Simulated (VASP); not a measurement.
TiAl3: single point with LDA

TiAl3:

```
Ti Al
1.0
     2.75368    0.00000    0.00000
     0.00000    4.63180    0.00000
     0.00000    0.00000    4.84996
Ti Al
1 3
Direct
  0.00000 0.50000 0.16296
  0.50000 0.50000 0.66382
  0.50000 0.00000 0.33283
  0.00000 0.00000 0.84039
```

- Program: VASP 6.6.1
- Task: single point
- Functional: LDA
- Potentials or basis: VASP PAW LDA potentials, release 64 (Ti_sv, Al)
- Cutoff: 520 eV
- k mesh: 14 × 10 × 10
- Occupations: gaussian, width 0.1 eV
- Spin: no spin polarisation

| Property | Result |
| --- | --- |
| Pressure | 0.1 GPa |
| Largest force | 0.005 eV/Å |
| Band gap on the k mesh | zero (an odd number of electrons rules out a gap without spin polarisation) |

Forces on the atoms (eV/Å):
```
Ti   0.000  0.000  0.000
Al   0.000  0.000 -0.002
Al   0.000  0.000  0.005
Al   0.000  0.000 -0.003
```

Levels at points of the mesh, in eV from the Fermi level:
```tsv
k point	band 8	band 9	band 10	band 11	band 12	band 13	band 14	band 15
(0.00, 0.00, 0.00)	-3.58	-2.69	-0.88	-0.45	2.58	2.65	2.75	2.84
(0.50, 0.00, 0.00)	-1.98	-1.79	0.49	0.67	0.87	1.50	1.74	2.40
(0.00, 0.50, 0.00)	-3.25	-2.03	-1.53	-0.21	2.51	2.59	2.76	3.20
(0.50, 0.50, 0.00)	-3.15	-1.75	-0.48	-0.25	0.85	1.21	1.41	3.57
(0.00, 0.00, 0.50)	-2.32	-2.18	-1.07	-0.35	2.35	2.48	2.66	3.28
(0.50, 0.00, 0.50)	-3.35	-1.38	-0.14	-0.13	0.62	1.32	2.04	3.47
(0.00, 0.50, 0.50)	-4.85	-0.23	-0.09	0.73	2.51	2.53	3.65	4.99
(0.50, 0.50, 0.50)	-3.23	-2.74	-2.68	-0.55	-0.14	1.10	2.20	2.46
```

Run time: 7.1 min on 1 thread of Intel(R) Xeon(R) Platinum 8124M CPU @ 3.00GHz (Skylake/Cascade Lake), with other jobs on the host, peak memory 0.38 GiB.
